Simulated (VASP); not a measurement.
# Al (P6_3/mmc) in VASP: further runs

The runs below take Al through single point, with LDA.

Program: VASP 6.6.1. These are calculated values, not measurements. Logs are shortened: lines on timing, memory, paths and dates and some standing lists are left out, and cuts for length are marked.

## (1) The cell of the first run

It takes space group P6_3/mmc (No. 194, hexagonal). Conventional cell: a = 2.172 Å, b = 2.172 Å, c = 3.513 Å, α = 90.00°, β = 90.00°, γ = 120.00°. Within 2.9 Å of Al (site symmetry -6m2) lie 12 Al at 2.16 to 2.17 Å.

## (2) Single point, LDA

File INCAR:

```
  ALGO = Normal
  EDIFF = 1E-7
  ENCUT = 520
  ISIF = 2
  ISMEAR = -1
  LASPH = T
  LCHARG = F
  LREAL = F
  LWAVE = F
  NBANDS = 10
  NELM = 100
  PREC = Accurate
  SIGMA = 0.08
```

File KPOINTS:

```
k-points
0
Gamma
  15 15 8
```

File POSCAR:

```
Al
1.0
    2.1721308786      0.0000000000      0.0000000000
   -1.0860654393      1.8811205212      0.0000000000
    0.0000000000      0.0000000000      3.5131486179
Al
2
Direct
    0.3333333333      0.6666666667      0.2500000000
    0.6666666667      0.3333333333      0.7500000000
```

Potentials or basis: VASP PAW LDA potentials, release 64 (Al).

Launch:

```
> cat potpaw_LDA.64/Al/POTCAR > POTCAR
> mpirun -np 1 vasp_std > vasp.out
```

OUTCAR:

```text
EDIFF = 1E-7
   ENCUT = 520
   ISIF = 2
   ISMEAR = -1
   LASPH = T
   LREAL = F
   NELM = 100
   PREC = Accurate

 ion  position               nearest neighbor table
   1  0.333  0.667  0.250-   2 2.16   2 2.16   2 2.16   2 2.16   2 2.16   2 2.16   2 3.06   2 3.06
                             2 3.06   2 3.06   2 3.06   2 3.06
   2  0.667  0.333  0.750-   1 2.16   1 2.16   1 2.16   1 2.16   1 2.16   1 2.16   1 3.06   1 3.06
                             1 3.06   1 3.06   1 3.06   1 3.06

  LATTYP: Found a hexagonal cell.
 ALAT       =     2.1721308786
 C/A-ratio  =     1.6173742809

  Lattice vectors:

 A1 = (   2.1721308786,   0.0000000000,   0.0000000000)
 A2 = (  -1.0860654393,   1.8811205212,   0.0000000000)
 A3 = (   0.0000000000,   0.0000000000,   3.5131486179)

Analysis of symmetry for initial positions (statically):
=====================================================================
 Subroutine PRICEL returns:
 Original cell was already a primitive cell.

 Routine SETGRP: Setting up the symmetry group for a
 hexagonal supercell.

 Subroutine GETGRP returns: Found 24 space group operations
 (whereof 12 operations were pure point group operations)
 out of a pool of 24 trial point group operations.

The static configuration has the point symmetry D_3d.
 The point group associated with its full space group is D_6h.

Analysis of symmetry for dynamics (positions and initial velocities):
=====================================================================
 Subroutine PRICEL returns:
 Original cell was already a primitive cell.

 Routine SETGRP: Setting up the symmetry group for a
 hexagonal supercell.

 Subroutine GETGRP returns: Found 24 space group operations
 (whereof 12 operations were pure point group operations)
 out of a pool of 24 trial point group operations.

The dynamic configuration has the point symmetry D_3d.
 The point group associated with its full space group is D_6h.

 Subroutine INISYM returns: Found 24 space group operations
 (whereof 12 operations are pure point group operations),
 and found     1 'primitive' translations

----------------------------------------------------------------------------------------

                                     Primitive cell

  volume of cell :      14.3549

  direct lattice vectors                    reciprocal lattice vectors
     2.172130879  0.000000000  0.000000000     0.460377415  0.265799025  0.000000000
    -1.086065439  1.881120521  0.000000000     0.000000000  0.531598050  0.000000000
     0.000000000  0.000000000  3.513148618     0.000000000  0.000000000  0.284644946

  length of vectors
     2.172130879  2.172130879  3.513148618     0.531598050  0.531598050  0.284644946

  position of ions in fractional coordinates (direct lattice)
     0.333333333  0.666666667  0.250000000
     0.666666667  0.333333333  0.750000000

  ion indices of the primitive-cell ions
   primitive index   ion index
                 1           1
                 2           2

----------------------------------------------------------------------------------------

 KPOINTS: k-points

Automatic generation of k-mesh.
 Grid dimensions read from file:
 generate k-points for:   15   15    8

 Generating k-lattice:

  Cartesian coordinates                     Fractional coordinates (reciprocal lattice)
     0.030691828  0.017719935  0.000000000     0.066666667 -0.000000000  0.000000000
     0.000000000  0.035439870  0.000000000     0.000000000  0.066666667  0.000000000
     0.000000000  0.000000000  0.035580618     0.000000000  0.000000000  0.125000000

  Length of vectors
     0.035439870  0.035439870  0.035580618

  Shift w.r.t. Gamma in fractional coordinates (k-lattice)
     0.000000000  0.000000000  0.000000000

 Subroutine IBZKPT returns following result:
 ===========================================

 Found    135 irreducible k-points:

 Following reciprocal coordinates:
            Coordinates               Weight
  0.000000  0.000000  0.000000      1.000000
  0.066667  0.000000  0.000000      6.000000
  0.133333  0.000000  0.000000      6.000000
  0.200000  0.000000  0.000000      6.000000
  0.266667  0.000000  0.000000      6.000000
  0.333333  0.000000  0.000000      6.000000
[... 16 lines left out ...]
  0.333333  0.200000  0.000000     12.000000
  0.400000  0.200000  0.000000      6.000000
 [... further k-points ...]
   k-points           NKPTS =    135   k-points in BZ     NKDIM =    135   number of bands    NBANDS=     10
   number of dos      NEDOS =    301   number of ions     NIONS =      2
   total plane-waves  NPLWV =   7168
   dimension x,y,z NGX =    16 NGY =   16 NGZ =   28
   dimension x,y,z NGXF=    32 NGYF=   32 NGZF=   56
   ions per type =               2
   NGX,Y,Z   is equivalent  to a cutoff of  12.25, 12.25, 13.25 a.u.
   NGXF,Y,Z  is equivalent  to a cutoff of  24.49, 24.49, 26.50 a.u.
 SYSTEM =  unknown system
   PREC   = accura    normal or accurate (medium, high low for compatibility)
   ISTART =      0    job   : 0-new  1-cont  2-samecut
   ICHARG =      2    charge: 1-file 2-atom 10-const
   ISPIN  =      1    spin polarized calculation?
   LNONCOLLINEAR =      F non collinear calculations
   LSORBIT =      F    spin-orbit coupling
   LASPH  =      T    aspherical Exc in radial PAW
   ENCUT  =  520.0 eV  38.22 Ry    6.18 a.u.   4.04  4.04  6.53*2*pi/ulx,y,z
   NELM   =    100;   NELMIN=  2; NELMDL= -5     # of ELM steps
   EDIFF  = 0.1E-06   stopping-criterion for ELM
   LREAL  =      F    real-space projection
   EDIFFG = 0.1E-05   stopping-criterion for IOM
   NSW    =      0    number of steps for IOM
   IBRION =     -1    ionic relax: 0-MD 1-quasi-New 2-CG
   NFREE  =      0    steps in history (QN), initial steepest desc. (CG)
   ISIF   =      2    stress and relaxation
   ISYM   =      2    0-nonsym 1-usesym 2-fastsym
   POTIM  = 0.5000    time-step for ionic-motion
   TEBEG  =    0.0;   TEEND  =   0.0 temperature during run
   PSTRESS=    0.0 pullay stress
   NELECT =       6.0000    total number of electrons
   NUPDOWN=      -1.0000    fix difference up-down
   EMIN   =  10.00;   EMAX   =-10.00  energy-range for DOS
   EFERMI =   0.00;   METHOD = LEGACY
   ISMEAR =    -1;   SIGMA  =   0.08  broadening in eV -4-tet -1-fermi 0-gaus
   EFERMI_NEDOS =   21; number of points for ismear=-14 and -15
   IALGO  =     38    algorithm
   IMIX   =      4    mixing-type and parameters
     AMIX     =   0.40;   BMIX     =  1.00
     AMIX_MAG =   1.60;   BMIX_MAG =  1.00
  volume/ion in A,a.u.               =       7.18        48.44
  Fermi-wavevector in a.u.,A,eV,Ry     =   1.224030  2.313082 20.384934  1.498250
  Thomas-Fermi vector in A             =   2.359120
   LORBIT       =      0    0 simple, 1 ext, 2 COOP (PROOUT), +10 PAW based schemes
   GGA     = CA    functional components
   LHFCALC =     F    Hartree Fock is set to
   AEXX    =    0.0000 exact exchange contribution
   IVDW    =     0    specifies the selected vdW correction
   LEPSILON=     F    determine dielectric tensor
   LRPA    =     F    only Hartree local field effects (RPA)
 non-spin polarized calculation
  energy-cutoff  :      520.00
  volume of cell :       14.35
 maximum number of plane-waves:       396
   NGX =  9   NGY =  9   NGZ = 13

 number of electron       6.0000000 magnetization

 Free energy of the ion-electron system (eV)
  ---------------------------------------------------
  ext. energy  EPLUGINS =         0.00000000
  ---------------------------------------------------
  free energy    TOTEN  =         1.12395669 eV

  energy without entropy =        1.13432337  energy(sigma->0) =        1.12914003

 E-fermi :  19.5724     XC(G=0): -13.8510

 val. band max:       19.5611911992   @ k =   0.3333   0.0667   0.5000
 cond. band min:      19.6055319256   @ k =   0.4000   0.2000   0.1250
 fundamental gap:      0.0443407264
 Fermi energy:        19.5723907956

 k-point     1 :       0.0000    0.0000    0.0000
  band No.  band energies     occupation
      1       1.9632      2.00000
      2      11.8936      2.00000
      3      14.1329      2.00000
      4      35.6931      0.00000
      5      35.6931      0.00000
      6      37.1243      0.00000
      7      38.0578      0.00000
      8      38.0578      0.00000
      9      43.7254      0.00000
     10      43.7789      0.00000

 k-point     2 :       0.0667    0.0000    0.0000
  band No.  band energies     occupation
      1       2.1472      2.00000
      2      12.0349      2.00000
      3      14.2944      2.00000
      4      33.0038      0.00000
      5      35.0557      0.00000
      6      36.6004      0.00000
      7      38.6866      0.00000
      8      38.8328      0.00000
      9      41.4737      0.00000
     10      42.6786      0.00000

 k-point     3 :       0.1333    0.0000    0.0000
  band No.  band energies     occupation
      1       2.6956      2.00000
      2      12.4606      2.00000
      3      14.7646      2.00000
      4      29.3751      0.00000
      5      34.0201      0.00000
      6      34.2100      0.00000
      7      37.7677      0.00000
      8      39.5866      0.00000
      9      40.2237      0.00000
     10      40.8922      0.00000

 k-point     4 :       0.2000    0.0000    0.0000
  band No.  band energies     occupation
      1       3.5978      2.00000
      2      13.1748      2.00000
      3      15.4913      2.00000
      4      25.8497      0.00000
      5      31.7713      0.00000
      6      33.0742      0.00000
      7      33.9773      0.00000
      8      39.2173      0.00000
      9      40.0988      0.00000
     10      41.5758      0.00000
[... 222 lines left out ...]
 k-point    22 :       0.2667    0.2000    0.0000
  band No.  band energies     occupation
      1       8.3916      2.00000
      2      16.9341      2.00000
      3      17.2777      2.00000
      4      18.7603      1.99992
      5      23.9343      0.00000
      6      26.6156      0.00000
      7      28.9604      0.00000
      8      32.8225      0.00000
      9      36.7348      0.00000
     10      43.7787      0.00000

 k-point    23 :       0.3333    0.2000    0.0000
  band No.  band energies     occupation
      1      10.3032      2.00000
      2      14.8923      2.00000
      3      18.5647      1.99999
      4      19.0637      1.99654
      5      23.8286      0.00000
      6      24.0100      0.00000
      7      28.4741      0.00000
      8      31.6102      0.00000
      9      36.2925      0.00000
     10      44.1385      0.00000

 k-point    24 :       0.4000    0.2000    0.0000
  band No.  band energies     occupation
      1      12.0204      2.00000
      2      13.0292      2.00000
      3      18.5659      1.99999
      4      20.7306      0.00000
      5      21.8244      0.00000
      6      24.1579      0.00000
      7      28.3138      0.00000
      8      31.1064      0.00000
      9      36.1458      0.00000
     10      44.1889      0.00000

 [... further k-points ...]
[... 5 lines left out ...]
  --------------------------------------------------------------------------------------
  -------------------------------------------------------------------------------------
  Total       30.3899290     30.3899290     30.3772156     -0.0000000     -0.0000000      0.0000000
  in kB     3391.8851224   3391.8851224   3390.4661526     -0.0000000     -0.0000000      0.0000000
  external PRESSURE =    3391.4121325 kB  Pullay stress =       0.0000000 kB

 VOLUME and BASIS-vectors are now :
 -----------------------------------------------------------------------------
  energy-cutoff  :      520.00
  volume of cell :       14.35
      direct lattice vectors                 reciprocal lattice vectors
     2.172130879  0.000000000  0.000000000     0.460377415  0.265799025  0.000000000
    -1.086065439  1.881120521  0.000000000     0.000000000  0.531598050  0.000000000
     0.000000000  0.000000000  3.513148618     0.000000000  0.000000000  0.284644946

 POSITION                                       TOTAL-FORCE (eV/Angst)
 -----------------------------------------------------------------------------------
     -0.00000      1.25408      0.87829        -0.000000     -0.000000      0.000000
      1.08607      0.62704      2.63486         0.000000      0.000000      0.000000
 -----------------------------------------------------------------------------------
    total drift:                                0.000000     -0.000000     -0.000000

  FREE ENERGIE OF THE ION-ELECTRON SYSTEM (eV)
  ---------------------------------------------------
  free  energy   TOTEN  =         1.1239566888 eV

  energy  without entropy=        1.1343233723  energy(sigma->0) =        1.12914003
```

Run time: 5.1 s. Hardware: 1 thread of Intel Xeon 6975P-C (Granite Rapids), shared host; peak memory 0.12 GiB.

What came out:

| Property | Result |
| --- | --- |
| Free energy | 1.1240 eV |
| Pressure | 339.1 GPa |
| Band gap on the k mesh | zero (band 3 reaches 25.84 eV, above the bottom of band 4 at 15.38 eV) |

Levels at points of the mesh, in eV from the Fermi level:
```csv
k point,band 1,band 2,band 3,band 4,band 5,band 6,band 7,band 8
"(0.00, 0.00, 0.00)",-17.61,-7.68,-5.44,16.12,16.12,17.55,18.49,18.49
"(0.00, 0.00, 0.50)",-14.71,-14.71,5.80,5.80,17.09,17.09,17.09,17.09
```

(Continued in part 2 of 2.)
